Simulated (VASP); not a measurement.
# TePb (Fm-3m) in VASP: notebook

The runs below take TePb through single point, relaxation of cell and atoms, with PBEsol.

Program: VASP 6.6.1. These are calculated values, not measurements. Logs are shortened: lines on timing, memory, paths and dates and some standing lists are left out, and cuts for length are marked.

### 1 The cell of the first run

It takes space group Fm-3m (No. 225, cubic). The conventional cell has a = 6.442 Å, b = 6.442 Å, c = 6.442 Å, α = 90.00°, β = 90.00°, γ = 90.00°. Pb (site symmetry m-3m) has 6 Te at 3.22 Å within 4.2 Å. Te (site symmetry m-3m) has 6 Pb at 3.22 Å within 4.2 Å.

### 2 Single point, PBEsol

Contents of INCAR:

```
SYSTEM = TePb
  ALGO = Normal
  EDIFF = 1E-6
  ENCUT = 520
  GGA = PS
  ISIF = 2
  ISMEAR = -1
  LASPH = .True.
  LCHARG = .True.
  LELF = .True.
  LREAL = .False.
  LVHAR = .True.
  LWAVE = .False.
  NBANDS = 17
  NELM = 100
  PREC = Accurate
  SIGMA = 0.05
```

Contents of KPOINTS:

```
k-points
0
Gamma
  7 7 7
  0 0 0
```

Contents of POSCAR:

```
TePb
1.0
    0.0000000000      3.2212100150      3.2212100150
    3.2212100150      0.0000000000      3.2212100150
    3.2212100150      3.2212100150      0.0000000000
Pb Te
1 1
Direct
    0.0000000000      0.0000000000      0.0000000000
    0.5000000000      0.5000000000      0.5000000000
```

Potentials or basis: VASP PAW PBE potentials, release 64 (Pb_d, Te).

Command:

```bash
cat potpaw_PBE.64/Pb_d/POTCAR potpaw_PBE.64/Te/POTCAR > POTCAR
mpirun -np 1 vasp_std > vasp.out
```

OUTCAR:

```text
SYSTEM = TePb
   EDIFF = 1E-6
   ENCUT = 520
   GGA = PS
   ISIF = 2
   ISMEAR = -1
   LASPH = .True.
   LREAL = .False.
   NELM = 100
   PREC = Accurate

 ion  position               nearest neighbor table
   1  0.000  0.000  0.000-   2 3.22   2 3.22   2 3.22   2 3.22   2 3.22   2 3.22
   2  0.500  0.500  0.500-   1 3.22   1 3.22   1 3.22   1 3.22   1 3.22   1 3.22

  LATTYP: Found a face centered cubic cell.
 ALAT       =     6.4424200300

  Lattice vectors:

 A1 = (   0.0000000000,   3.2212100150,   3.2212100150)
 A2 = (   3.2212100150,   0.0000000000,   3.2212100150)
 A3 = (   3.2212100150,   3.2212100150,   0.0000000000)

Analysis of symmetry for initial positions (statically):
=====================================================================
 Subroutine PRICEL returns:
 Original cell was already a primitive cell.

 Routine SETGRP: Setting up the symmetry group for a
 face centered cubic supercell.

 Subroutine GETGRP returns: Found 48 space group operations
[... 9 lines left out ...]

 Routine SETGRP: Setting up the symmetry group for a
 face centered cubic supercell.

 Subroutine GETGRP returns: Found 48 space group operations
[... 11 lines left out ...]
                                     Primitive cell

  volume of cell :      66.8478

  direct lattice vectors                    reciprocal lattice vectors
     0.000000000  3.221210015  3.221210015    -0.155221174  0.155221174  0.155221174
     3.221210015  0.000000000  3.221210015     0.155221174 -0.155221174  0.155221174
     3.221210015  3.221210015  0.000000000     0.155221174  0.155221174 -0.155221174

  length of vectors
     4.555478890  4.555478890  4.555478890     0.268850960  0.268850960  0.268850960

  position of ions in fractional coordinates (direct lattice)
     0.000000000  0.000000000  0.000000000
     0.500000000  0.500000000  0.500000000

  ion indices of the primitive-cell ions
   primitive index   ion index
                 1           1
                 2           2

----------------------------------------------------------------------------------------

 KPOINTS: k-points

Automatic generation of k-mesh.
 Grid dimensions read from file:
 generate k-points for:    7    7    7

 Generating k-lattice:

  Cartesian coordinates                     Fractional coordinates (reciprocal lattice)
    -0.022174453  0.022174453  0.022174453     0.142857143  0.000000000  0.000000000
     0.022174453 -0.022174453  0.022174453     0.000000000  0.142857143  0.000000000
     0.022174453  0.022174453 -0.022174453     0.000000000  0.000000000  0.142857143

  Length of vectors
     0.038407280  0.038407280  0.038407280

  Shift w.r.t. Gamma in fractional coordinates (k-lattice)
     0.000000000  0.000000000  0.000000000

 Subroutine IBZKPT returns following result:
 ===========================================

 Found     20 irreducible k-points:

 Following reciprocal coordinates:
            Coordinates               Weight
  0.000000  0.000000  0.000000      1.000000
  0.142857  0.000000  0.000000      8.000000
  0.285714  0.000000  0.000000      8.000000
  0.428571  0.000000  0.000000      8.000000
  0.142857  0.142857  0.000000      6.000000
  0.285714  0.142857  0.000000     24.000000
[... 12 lines left out ...]
 -0.428571  0.428571  0.142857     24.000000
 -0.285714  0.428571  0.142857     24.000000
   k-points           NKPTS =     20   k-points in BZ     NKDIM =     20   number of bands    NBANDS=     17
   number of dos      NEDOS =    301   number of ions     NIONS =      2
   total plane-waves  NPLWV =  46656
   dimension x,y,z NGX =    36 NGY =   36 NGZ =   36
   dimension x,y,z NGXF=    72 NGYF=   72 NGZF=   72
   ions per type =               1   1
   NGX,Y,Z   is equivalent  to a cutoff of  13.14, 13.14, 13.14 a.u.
   NGXF,Y,Z  is equivalent  to a cutoff of  26.28, 26.28, 26.28 a.u.
 SYSTEM =  TePb
   PREC   = accura    normal or accurate (medium, high low for compatibility)
   ISTART =      0    job   : 0-new  1-cont  2-samecut
   ICHARG =      2    charge: 1-file 2-atom 10-const
   ISPIN  =      1    spin polarized calculation?
   LNONCOLLINEAR =      F non collinear calculations
   LSORBIT =      F    spin-orbit coupling
   LASPH  =      T    aspherical Exc in radial PAW
   ENCUT  =  520.0 eV  38.22 Ry    6.18 a.u.   8.47  8.47  8.47*2*pi/ulx,y,z
   NELM   =    100;   NELMIN=  2; NELMDL= -5     # of ELM steps
   EDIFF  = 0.1E-05   stopping-criterion for ELM
   LREAL  =      F    real-space projection
   EDIFFG = 0.1E-04   stopping-criterion for IOM
   NSW    =      0    number of steps for IOM
   IBRION =     -1    ionic relax: 0-MD 1-quasi-New 2-CG
   NFREE  =      0    steps in history (QN), initial steepest desc. (CG)
   ISIF   =      2    stress and relaxation
   ISYM   =      2    0-nonsym 1-usesym 2-fastsym
   POTIM  = 0.5000    time-step for ionic-motion
   TEBEG  =    0.0;   TEEND  =   0.0 temperature during run
   PSTRESS=    0.0 pullay stress
   NELECT =      20.0000    total number of electrons
   NUPDOWN=      -1.0000    fix difference up-down
   EMIN   =  10.00;   EMAX   =-10.00  energy-range for DOS
   EFERMI =   0.00;   METHOD = LEGACY
   ISMEAR =    -1;   SIGMA  =   0.05  broadening in eV -4-tet -1-fermi 0-gaus
   EFERMI_NEDOS =   21; number of points for ismear=-14 and -15
   IALGO  =     38    algorithm
   IMIX   =      4    mixing-type and parameters
     AMIX     =   0.40;   BMIX     =  1.00
     AMIX_MAG =   1.60;   BMIX_MAG =  1.00
  volume/ion in A,a.u.               =      33.42       225.56
  Fermi-wavevector in a.u.,A,eV,Ry     =   1.094937  2.069131 16.311848  1.198887
  Thomas-Fermi vector in A             =   2.231251
   LORBIT       =      0    0 simple, 1 ext, 2 COOP (PROOUT), +10 PAW based schemes
   GGA     = PS    functional components
   LHFCALC =     F    Hartree Fock is set to
   AEXX    =    0.0000 exact exchange contribution
   IVDW    =     0    specifies the selected vdW correction
   LEPSILON=     F    determine dielectric tensor
   LRPA    =     F    only Hartree local field effects (RPA)
 non-spin polarized calculation
  energy-cutoff  :      520.00
  volume of cell :       66.85
 maximum number of plane-waves:      1823
 NGX is ok and might be reduce to    36
   NGX = 17   NGY = 17   NGZ = 17

 number of electron      20.0000002 magnetization

 Free energy of the ion-electron system (eV)
  ---------------------------------------------------
  ext. energy  EPLUGINS =         0.00000000
  ---------------------------------------------------
  free energy    TOTEN  =        -8.26078862 eV

  energy without entropy =       -8.26078404  energy(sigma->0) =       -8.26078633

 E-fermi :   5.9437     XC(G=0):  -9.5116

 val. band max:        5.4648916417   @ k =   0.4286   0.0000   0.0000
 cond. band min:       6.4089178704   @ k =   0.4286   0.0000   0.0000
 fundamental gap:      0.9440262287
 Fermi energy:         5.9436926544

 k-point     1 :       0.0000    0.0000    0.0000
  band No.  band energies     occupation
      1     -11.0643      2.00000
      2     -11.0643      2.00000
      3     -11.0526      2.00000
      4     -11.0526      2.00000
      5     -11.0526      2.00000
      6      -6.5336      2.00000
[... 9 lines left out ...]
     16      11.3145      0.00000
     17      12.7796      0.00000

 k-point     2 :       0.1429    0.0000    0.0000
  band No.  band energies     occupation
      1     -11.0668      2.00000
      2     -11.0668      2.00000
      3     -11.0521      2.00000
      4     -11.0496      2.00000
      5     -11.0496      2.00000
      6      -6.3564      2.00000
[... 9 lines left out ...]
     16      11.6980      0.00000
     17      14.1327      0.00000

 k-point     3 :       0.2857    0.0000    0.0000
  band No.  band energies     occupation
      1     -11.0736      2.00000
      2     -11.0736      2.00000
      3     -11.0511      2.00000
      4     -11.0418      2.00000
      5     -11.0418      2.00000
      6      -5.8549      2.00000
[... 9 lines left out ...]
     16      12.7321      0.00000
     17      16.2980      0.00000

 k-point     4 :       0.4286    0.0000    0.0000
  band No.  band energies     occupation
      1     -11.0793      2.00000
      2     -11.0793      2.00000
      3     -11.0504      2.00000
      4     -11.0352      2.00000
      5     -11.0352      2.00000
      6      -5.2133      2.00000
[... 9 lines left out ...]
     16      14.2615      0.00000
     17      15.5466      0.00000

 k-point     5 :       0.1429    0.1429    0.0000
  band No.  band energies     occupation
      1     -11.0732      2.00000
      2     -11.0621      2.00000
      3     -11.0546      2.00000
      4     -11.0477      2.00000
      5     -11.0477      2.00000
      6      -6.2975      2.00000
[... 9 lines left out ...]
     16      12.3516      0.00000
     17      13.4830      0.00000

 k-point     6 :       0.2857    0.1429    0.0000
  band No.  band energies     occupation
      1     -11.0828      2.00000
      2     -11.0643      2.00000
      3     -11.0543      2.00000
      4     -11.0426      2.00000
      5     -11.0404      2.00000
      6      -5.9053      2.00000
[... 9 lines left out ...]
     16      13.4099      0.00000
     17      14.8812      0.00000
[... 201 lines left out ...]
 k-point    17 :       0.4286    0.2857    0.1429
  band No.  band energies     occupation
      1     -11.0933      2.00000
      2     -11.0658      2.00000
      3     -11.0535      2.00000
      4     -11.0368      2.00000
      5     -11.0365      2.00000
      6      -5.4543      2.00000
[... 9 lines left out ...]
     16      14.4624      0.00000
     17      15.3010      0.00000

 k-point    18 :      -0.4286    0.2857    0.1429
  band No.  band energies     occupation
      1     -11.0985      2.00000
      2     -11.0703      2.00000
      3     -11.0479      2.00000
      4     -11.0394      2.00000
      5     -11.0311      2.00000
      6      -4.9281      2.00000
[... 9 lines left out ...]
     16      14.9332      0.00000
     17      15.9536      0.00000

 k-point    19 :      -0.4286    0.4286    0.1429
  band No.  band energies     occupation
      1     -11.1168      2.00000
      2     -11.0606      2.00000
      3     -11.0561      2.00000
      4     -11.0330      2.00000
      5     -11.0264      2.00000
      6      -4.8199      2.00000
[... 9 lines left out ...]
     16      15.7554      0.00000
     17      16.5312      0.00000

 k-point    20 :      -0.2857    0.4286    0.1429
  band No.  band energies     occupation
      1     -11.1100      2.00000
      2     -11.0664      2.00000
      3     -11.0480      2.00000
      4     -11.0404      2.00000
      5     -11.0265      2.00000
      6      -4.6853      2.00000
[... 9 lines left out ...]
     16      15.8598      0.00000
     17      16.3589      0.00000

------------------------ aborting loop because EDIFF is reached ----------------------------------------

  FORCE on cell =-STRESS in cart. coord.  units (eV):
  Direction    XX          YY          ZZ          XY          YZ          ZX
  --------------------------------------------------------------------------------------
  -------------------------------------------------------------------------------------
  Total       -0.0205984     -0.0205984     -0.0205984     -0.0000000      0.0000000     -0.0000000
  in kB       -0.4936925     -0.4936925     -0.4936925     -0.0000000      0.0000000     -0.0000000
  external PRESSURE =      -0.4936925 kB  Pullay stress =       0.0000000 kB

 VOLUME and BASIS-vectors are now :
 -----------------------------------------------------------------------------
  energy-cutoff  :      520.00
  volume of cell :       66.85
      direct lattice vectors                 reciprocal lattice vectors
     0.000000000  3.221210015  3.221210015    -0.155221174  0.155221174  0.155221174
     3.221210015  0.000000000  3.221210015     0.155221174 -0.155221174  0.155221174
     3.221210015  3.221210015  0.000000000     0.155221174  0.155221174 -0.155221174

 POSITION                                       TOTAL-FORCE (eV/Angst)
 -----------------------------------------------------------------------------------
      0.00000      0.00000      0.00000         0.000000     -0.000000      0.000000
      3.22121      3.22121      3.22121         0.000000      0.000000     -0.000000
 -----------------------------------------------------------------------------------
    total drift:                               -0.000000      0.000000      0.000000

  FREE ENERGIE OF THE ION-ELECTRON SYSTEM (eV)
  ---------------------------------------------------
  free  energy   TOTEN  =        -8.2607886177 eV

  energy  without entropy=       -8.2607840413  energy(sigma->0) =       -8.26078633
```

Run time: 32 s. Hardware: 1 thread of Intel Xeon 8259CL, shared host; peak memory 0.21 GiB.

Results:

| Property | Result |
| --- | --- |
| Free energy | -8.2608 eV |
| Pressure | 0.0 GPa |

Levels at points of the mesh, in eV from the Fermi level:
| k point | band 8 | band 9 | band 10 | band 11 | band 12 | band 13 |
| --- | --- | --- | --- | --- | --- | --- |
| (0.00, 0.00, 0.00) | -1.74 | -1.74 | -1.74 | 3.70 | 3.70 | 3.70 |

Caveat: this odd mesh misses L, where the gap lies, so gap, dielectric constants and Born charges aren't listed; the PAW data sets were made with another functional, which shifts forces and pressure a little; spin-orbit coupling is left out, which moves the levels of the heavy elements.

### 3 Relaxation of cell and atoms, PBEsol

This run uses another cell than the first one, of 33.73 Å³/atom, 1.009 times its volume.

Contents of INCAR:

```
  PREC = Accurate
  ENCUT = 600
  EDIFF = 1E-7
  ISMEAR = -1
  SIGMA = 0.05
  LREAL = F
  LASPH = T
  NELM = 100
  ALGO = Normal
  ISIF = 3
  LWAVE = F
  LCHARG = F
  GGA = PS
  IBRION = 2
  NSW = 80
  EDIFFG = -0.02
```

Contents of KPOINTS:

```
regular mesh
0
Gamma
  7 7 7
```

Contents of POSCAR:

```
TePb
1.0
    0.0000000000      3.2310000000      3.2310000000
    3.2310000000      0.0000000000      3.2310000000
    3.2310000000      3.2310000000      0.0000000000
Pb Te
1 1
Direct
    0.0000000000      0.0000000000      0.0000000000
    0.5000000000      0.5000000000      0.5000000000
```

Potentials or basis: VASP PAW PBE potentials, release 64 (Pb_d, Te).

Command:

```bash
cat potpaw_PBE.64/Pb_d/POTCAR potpaw_PBE.64/Te/POTCAR > POTCAR
mpirun -np 1 vasp_std > vasp.out
```

OUTCAR:

```text
PREC = Accurate
   ENCUT = 600
   EDIFF = 1E-7
   ISMEAR = -1
   LREAL = F
   LASPH = T
   NELM = 100
   ISIF = 3
   GGA = PS
   IBRION = 2
   NSW = 80
   EDIFFG = -0.02

 ion  position               nearest neighbor table
   1  0.000  0.000  0.000-   2 3.23   2 3.23   2 3.23   2 3.23   2 3.23   2 3.23
   2  0.500  0.500  0.500-   1 3.23   1 3.23   1 3.23   1 3.23   1 3.23   1 3.23

  LATTYP: Found a face centered cubic cell.
 ALAT       =     6.4620000000

  Lattice vectors:

 A1 = (   0.0000000000,   3.2310000000,   3.2310000000)
 A2 = (   3.2310000000,   0.0000000000,   3.2310000000)
 A3 = (   3.2310000000,   3.2310000000,   0.0000000000)

Analysis of symmetry for initial positions (statically):
=====================================================================
 Subroutine PRICEL returns:
 Original cell was already a primitive cell.

 Routine SETGRP: Setting up the symmetry group for a
 face centered cubic supercell.

 Subroutine GETGRP returns: Found 48 space group operations
[... 9 lines left out ...]

 Routine SETGRP: Setting up the symmetry group for a
 face centered cubic supercell.
[... 140 lines left out ...]

 number of electron      19.9999998 magnetization

 Free energy of the ion-electron system (eV)
  ---------------------------------------------------
  ext. energy  EPLUGINS =         0.00000000
  ---------------------------------------------------
  free energy    TOTEN  =        -8.26013904 eV

  energy without entropy =       -8.26013489  energy(sigma->0) =       -8.26013696

------------------------ aborting loop because EDIFF is reached ----------------------------------------

  FORCE on cell =-STRESS in cart. coord.  units (eV):
  Direction    XX          YY          ZZ          XY          YZ          ZX
  --------------------------------------------------------------------------------------
  -------------------------------------------------------------------------------------
  Total       -0.1693243     -0.1693243     -0.1693243      0.0000000      0.0000000      0.0000000
  in kB       -4.0215094     -4.0215094     -4.0215094      0.0000000      0.0000000      0.0000000
  external PRESSURE =      -4.0215094 kB  Pullay stress =       0.0000000 kB
[... 59 lines left out ...]
--------------------------------------- Ionic step        3  -------------------------------------------

 number of electron      19.9999998 magnetization

 Free energy of the ion-electron system (eV)
  ---------------------------------------------------
  ext. energy  EPLUGINS =         0.00000000
  ---------------------------------------------------
  free energy    TOTEN  =        -8.26092476 eV

  energy without entropy =       -8.26092018  energy(sigma->0) =       -8.26092247

 E-fermi :   5.9449     XC(G=0):  -9.5120

 val. band max:        5.4662249914   @ k =   0.4286   0.0000   0.0000
 cond. band min:       6.4100224712   @ k =   0.4286   0.0000   0.0000
 fundamental gap:      0.9437974798
 Fermi energy:         5.9449086315

 k-point     1 :       0.0000    0.0000    0.0000
  band No.  band energies     occupation
      1     -11.0639      2.00000
      2     -11.0639      2.00000
      3     -11.0522      2.00000
      4     -11.0522      2.00000
      5     -11.0522      2.00000
      6      -6.5329      2.00000
      7      -0.0127      2.00000
      8       4.2090      2.00000
      9       4.2090      2.00000
     10       4.2090      2.00000
     11       9.6468      0.00000
     12       9.6468      0.00000
     13       9.6468      0.00000
     14      11.3156      0.00000
[... 350 lines left out ...]
  FREE ENERGIE OF THE ION-ELECTRON SYSTEM (eV)
  ---------------------------------------------------
  free  energy   TOTEN  =        -8.2609247617 eV

  energy  without entropy=       -8.2609201762  energy(sigma->0) =       -8.26092247

 reached required accuracy - stopping structural energy minimisation
```

OSZICAR:

```text
N       E                     dE             d eps       ncg     rms          rms(c)
DAV:   1     0.161284817639E+03    0.16128E+03   -0.99875E+03   560   0.153E+03
DAV:   2     0.393637324980E+01   -0.15735E+03   -0.15434E+03   578   0.359E+02
DAV:   3    -0.806538295414E+01   -0.12002E+02   -0.11886E+02   758   0.104E+02
[... 26 lines left out ...]
DAV:   4    -0.826092646866E+01    0.39506E-06   -0.18270E-05   572   0.459E-02    0.129E-02
DAV:   5    -0.826092470447E+01    0.17642E-05   -0.46582E-06   632   0.226E-02    0.366E-03
DAV:   6    -0.826092454108E+01    0.16339E-06   -0.43629E-07   638   0.117E-02    0.101E-03
DAV:   7    -0.826092475102E+01   -0.20994E-06   -0.22923E-08   292   0.163E-03    0.129E-04
DAV:   8    -0.826092476174E+01   -0.10722E-07   -0.34375E-09   298   0.691E-04
   3 F= -.82609248E+01 E0= -.82609225E+01  d E =-.785725E-03
```

CONTCAR:

```text
TePb
   1.00000000000000
     0.0000000000000000    3.2211038628635600    3.2211038628635600
     3.2211038628635600    0.0000000000000000    3.2211038628635600
     3.2211038628635600    3.2211038628635600    0.0000000000000000
  Pb              Te
     1     1
Direct
     0.0000000000000000    0.0000000000000000    0.0000000000000000
     0.5000000000000000    0.5000000000000000    0.5000000000000000

  0.00000000E+00  0.00000000E+00  0.00000000E+00
  0.00000000E+00  0.00000000E+00  0.00000000E+00
```

Run time: 1.7 min. Hardware: 1 thread of Intel Xeon 8259CL, shared host; peak memory 0.25 GiB.

Results:

| Property | Result |
| --- | --- |
| Free energy | -8.2609 eV |
| Relaxed volume | 33.42 Å³/atom |
| Relaxed cell | a = 4.555 Å, b = 4.555 Å, c = 4.555 Å, α = 60.00°, β = 60.00°, γ = 60.00° |
| Space group after relaxing (to 0.05 Å) | Fm-3m (No. 225) |
| Energy gained by relaxing | 0.4 meV/atom |
| Ionic steps | 3 |
| Pressure after relaxing | 0.0 GPa |

The path:
```tsv
step	energy change (eV)	largest force (eV/Å)	pressure (GPa)	volume (Å³)
1	0.0000	0.0000	-0.40	67.46
2	-0.0007	0.0000	0.14	66.64
3	-0.0008	0.0000	0.00	66.84
```

Final structure:
```xyz
2
Lattice="0.0000 3.2211 3.2211 3.2211 0.0000 3.2211 3.2211 3.2211 0.0000" Properties=species:S:1:pos:R:3 pbc="T T T"
Pb    0.0000    0.0000    0.0000
Te    3.2211    3.2211    3.2211
```

Caveat: this odd mesh misses L, where the gap lies, so gap, dielectric constants and Born charges aren't listed; the PAW data sets were made with another functional, which shifts forces and pressure a little; spin-orbit coupling is left out, which moves the levels of the heavy elements.

(Continued in part 2 of 2.)
